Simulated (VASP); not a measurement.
Input of a VASP 6.6.1 run:

Contents of INCAR:

```
PREC     = Accurate       # precision mode
ENCUT    = 520            # plane-wave cutoff, eV
EDIFF    = 1E-7           # SCF threshold, eV
ISMEAR   = 0              # smearing method
SIGMA    = 0.02           # smearing width, eV
LREAL    = Auto         
LASPH    = T              # aspherical terms in the spheres
NELM     = 60             # most SCF steps
ALGO     = Normal         # electronic algorithm
ISIF     = 2              # what is computed and relaxed
LWAVE    = F              # write WAVECAR
LCHARG   = F              # write CHGCAR
GGA      = PS             # functional
IBRION   = 2              # ionic algorithm
NSW      = 80             # ionic steps
EDIFFG   = -0.03          # ionic threshold
```

Contents of KPOINTS:

```
Automatic mesh
0
Gamma
  1 1 1
```

POSCAR

```
Mg32O31
1.0
    8.7942000000      0.0000000000      0.0000000000
    0.0000000000      8.7942000000      0.0000000000
    0.0000000000      0.0000000000      8.7942000000
Mg O
32 31
Direct
    0.4935115000     -0.0024297000     -0.0007211000
    0.7511957000      0.2460990000      0.0010815000
    0.7536016000     -0.0078497000      0.2484604000
   -0.0022240000      0.0054665000      0.0018245000
    0.2539369000      0.2488319000     -0.0012289000
    0.4989332000      0.5008214000     -0.0036419000
    0.7517293000      0.7482053000      0.0022619000
    0.2510799000     -0.0028189000      0.2454112000
    0.4985313000      0.2521334000      0.2470722000
    0.7435145000      0.4975563000      0.2508588000
    0.4989449000     -0.0041290000      0.5042472000
    0.7479844000      0.2545766000      0.4947540000
    0.7477544000     -0.0014944000      0.7533195000
    0.0025731000      0.4991061000      0.0044316000
    0.2481970000      0.7461953000      0.0002764000
   -0.0001648000      0.2486151000      0.2522491000
    0.2503767000      0.4959051000      0.2499256000
    0.4965807000      0.7485797000      0.2447615000
    0.0001110000     -0.0021191000      0.5003744000
    0.2488158000      0.2437772000      0.5043895000
    0.4982939000      0.4980147000      0.5001245000
    0.7478194000      0.7490755000      0.4961738000
    0.2555341000      0.0052567000      0.7522245000
    0.5035918000      0.2499070000      0.7523444000
    0.7516175000      0.5028766000      0.7500471000
    0.0041477000      0.7535956000      0.2511374000
   -0.0022791000      0.5001543000      0.5035050000
    0.2476753000      0.7458193000      0.5023956000
    0.0018727000      0.2587253000      0.7510757000
    0.2482873000      0.4958750000      0.7499233000
    0.5015706000      0.7472972000      0.7520434000
   -0.0058261000      0.7485394000      0.7470365000
    0.7524891000      0.2455567000      0.2522360000
    0.0066266000      0.4972909000      0.2487607000
    0.0037743000      0.2472509000      0.4973155000
    0.5014496000      0.4976392000      0.2484405000
    0.7526361000      0.7551202000      0.2500123000
    0.0018856000     -0.0001736000      0.2510607000
    0.5014227000      0.2534825000      0.4987257000
    0.7476902000      0.5013027000      0.5050814000
    0.0047960000      0.7582606000      0.4978692000
    0.7512102000      0.2437562000      0.7454566000
   -0.0008273000      0.4977417000      0.7431100000
    0.0028235000      0.2574026000      0.0016363000
    0.2508362000      0.7460578000      0.2476015000
    0.5019761000      0.0004851000      0.2484948000
    0.2510517000      0.4956329000      0.4912687000
    0.5003826000      0.7485645000      0.4989676000
    0.7518591000     -0.0060856000      0.5016709000
    0.2550138000      0.2481338000      0.7576332000
    0.5035969000      0.4948920000      0.7543477000
    0.7481668000      0.7426619000      0.7466945000
   -0.0041462000     -0.0012334000      0.7490841000
    0.5015248000      0.2551381000      0.0019470000
    0.7513845000      0.5006385000      0.0012212000
   -0.0036466000      0.7468664000     -0.0014551000
    0.2544104000     -0.0018562000      0.5022760000
    0.2551285000      0.7525747000      0.7507797000
    0.4972653000      0.0038978000      0.7516858000
    0.2479802000      0.4917183000      0.0055870000
    0.5020981000      0.7492188000     -0.0037954000
    0.7521027000      0.0035155000      0.0032268000
    0.2556374000     -0.0048693000     -0.0005000000
```

Potentials or basis: VASP PAW PBE potentials, release 64 (Mg, O).

The run is started by

```bash
$ cat potpaw_PBE.64/Mg/POTCAR potpaw_PBE.64/O/POTCAR > POTCAR
$ mpirun -np 1 vasp_gam > vasp.out
```

Problem. What does it give for the energy gained by relaxing?

Solution. 12.2 meV/atom.

Problem. Predict the band gap on the k mesh.

Solution. 2.06 eV.

The path:
```tsv
step	energy change (eV)	largest force (eV/Å)	pressure (GPa)
1	0.0000	0.9019	-14.47
2	-0.4901	0.4620	-14.56
3	-0.5830	0.4129	-14.52
4	-0.7055	0.1840	-14.48
5	-0.7332	0.1560	-14.43
6	-0.7536	0.0806	-14.43
7	-0.7587	0.0755	-14.42
8	-0.7637	0.0460	-14.42
9	-0.7645	0.0437	-14.42
10	-0.7662	0.0199	-14.42
```

Caveat: the k points lie up to 0.71 Å⁻¹ apart; the PAW data sets were made with another functional, which shifts forces and pressure a little.
